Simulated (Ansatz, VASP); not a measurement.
**Ti2Si in VASP and in Ansatz**

```
Ti Si
1.0
     4.40150    0.00000    0.00000
    -2.20075    3.81181    0.00000
     0.00000    0.00000    2.65003
Ti Si
2 1
Direct
  0.33333 0.66667 0.50000
  0.66667 0.33333 0.50000
  0.00000 0.00000 0.00000
```

Change from the starting cell: species swapped into the TbGa2 type (P6/mmm, No. 191).

Alike in both runs: functional PBE; k mesh 6 × 6 × 6; occupations gaussian, width 0.1 eV; no spin polarisation.

Ansatz relaxed the structure, and its values are those at the end. VASP's run is a single point on that final structure, the one shown.

|  | VASP | Ansatz |
| --- | --- | --- |
| version | VASP 6.6.1 | Ansatz 0.2.0 |
| potentials or method | VASP PAW PBE potentials, release 64 (Ti_sv, Si), cutoff 520 eV | scalar-relativistic, plane waves, PAW |
| valence electrons in the cell | 28 | 28 |

```tsv
	VASP	Ansatz	Ansatz less VASP
gap on the k mesh at the Fermi level (eV)	none	none	-
pressure (GPa)	-0.1	0.0	+0.09
```

A gap of «none» marks a metal or a gap that the smearing closes. With one functional, cell and mesh, what is left measures potentials, basis and numerics.

The k mesh is coarse, so the values compare programs but aren't converged.
